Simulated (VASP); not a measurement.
Write the native input for VASP 6.6.1 that does the following.

- Task: relaxation of cell and atoms
- Functional: PBE
- Potentials or basis: VASP PAW PBE potentials, release 64 (Al, O)
- Cutoff: 600 eV
- k mesh: 6 × 6 × 6
- Occupations: gaussian, width 0.1 eV
- Spin: no spin polarisation
- Dipole correction: no
- Further INCAR settings: ALGO = Normal; EDIFF = 1e-07; IBRION = 2; EDIFFG = -0.01; NSW = 100; ISIF = 3

The structure of AlO6 lies in POSCAR:

```
AlO6
1.0
    2.6584877359      1.5348786100      3.4457012415
   -2.6584877359      1.5348786100      3.4457012415
    0.0000000000     -3.0697572200      3.4457012415
Al O
1 6
Direct
    0.0000000000      0.0000000000      0.0000000000
    0.0690917676      0.5534814540      0.0690917676
    0.9309082324      0.4465185460      0.9309082324
    0.5534814540      0.0690917676      0.0690917676
    0.4465185460      0.9309082324      0.9309082324
    0.0690917676      0.0690917676      0.5534814540
    0.9309082324      0.9309082324      0.4465185460
```

One way to write it, as run:

INCAR

```
ALGO = Normal
EDIFF = 1E-7
EDIFFG = -0.01
ENCUT = 600
GGA = PE
IBRION = 2
ISIF = 3
ISMEAR = 0
LASPH = True
LCHARG = False
LREAL = False
LWAVE = False
NELM = 60
NSW = 100
PREC = Accurate
SIGMA = 0.1
```

KPOINTS

```
k-points
0
Gamma
  6 6 6
```

Potentials or basis: VASP PAW PBE potentials, release 64 (Al, O).

Command:

```console
$ cat potpaw_PBE.64/Al/POTCAR potpaw_PBE.64/O/POTCAR > POTCAR
$ mpirun -np 1 vasp_std > vasp.out
```

Results of the run:

* Relaxed volume: 12.06 Å³/atom
* Relaxed cell: a = 4.618 Å, b = 4.618 Å, c = 4.618 Å, α = 70.29°, β = 70.29°, γ = 70.29°
* Space group after relaxing (to 0.05 Å): R-3m (No. 166)
* Energy gained by relaxing: 0.7 meV/atom
* Ionic steps: 7
* Pressure after relaxing: -0.1 GPa
* Largest force after relaxing: 0.009 eV/Å

Caveat: an odd number of electrons without spin polarisation forces a metal; a magnetic or distorted state may lie lower.

Run time: 6 min on 1 thread of Intel(R) Xeon(R) Platinum 8488C (Sapphire Rapids) (shared host), peak memory 0.26 GiB.
